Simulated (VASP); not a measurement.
A run of VASP 6.6.1 is set up as follows.

Contents of INCAR:

```
SYSTEM = Al4Cl
PREC = Accurate ; ENCUT = 600
EDIFF = 1E-7 ; ISMEAR = 0
SIGMA = 0.1 ; LREAL = .False.
LASPH = .True. ; NELM = 80
ALGO = Normal ; ISIF = 3
LWAVE = .False. ; LCHARG = .False.
GGA = PE ; IBRION = 2
NSW = 90 ; EDIFFG = -0.04
```

File KPOINTS:

```
Automatic mesh
0
Gamma
  4 4 4
  0 0 0
```

File POSCAR:

```
Al4Cl
1.0
    4.3993816900      0.0000000000      0.0000000000
    0.0000000000      4.3993816900      0.0000000000
    0.0000000000      0.0000000000      4.3993816900
Al Cl
4 1
Direct
    0.5000000000      0.5000000000      0.5000000000
    0.0000000000      0.5000000000      0.5000000000
    0.5000000000      0.0000000000      0.5000000000
    0.5000000000      0.5000000000      0.0000000000
    0.0000000000      0.0000000000      0.0000000000
```

Potentials or basis: VASP PAW PBE potentials, release 64 (Al, Cl).

The run is started by

```bash
$ cat potpaw_PBE.64/Al/POTCAR potpaw_PBE.64/Cl/POTCAR > POTCAR
$ mpirun -np 1 vasp_std > vasp.out
```

Question: Estimate the relaxed volume.

Answer: 26.22 Å³/atom.

Question: Estimate the space group after relaxing (to 0.05 Å).

Answer: Pm-3m (No. 221).

Question: Predict the relaxed cell.

Answer: a = 5.080 Å, b = 5.080 Å, c = 5.080 Å, α = 90.00°, β = 90.00°, γ = 90.00°.

Step by step:
```
step  energy change (eV)  largest force (eV/Å)  pressure (GPa)  volume (Å³)
   1              0.0000                0.0000           32.40        85.15
   2             -3.1021                0.0000           -0.88       135.03
   3             -3.1102                0.0000            0.48       129.12
   4             -3.1131                0.0000            0.00       131.12
```

Caveat: the volume moved by over 15 % at a fixed basis, so the end points are rough; an odd number of electrons without spin polarisation forces a metal; a magnetic or distorted state may lie lower.
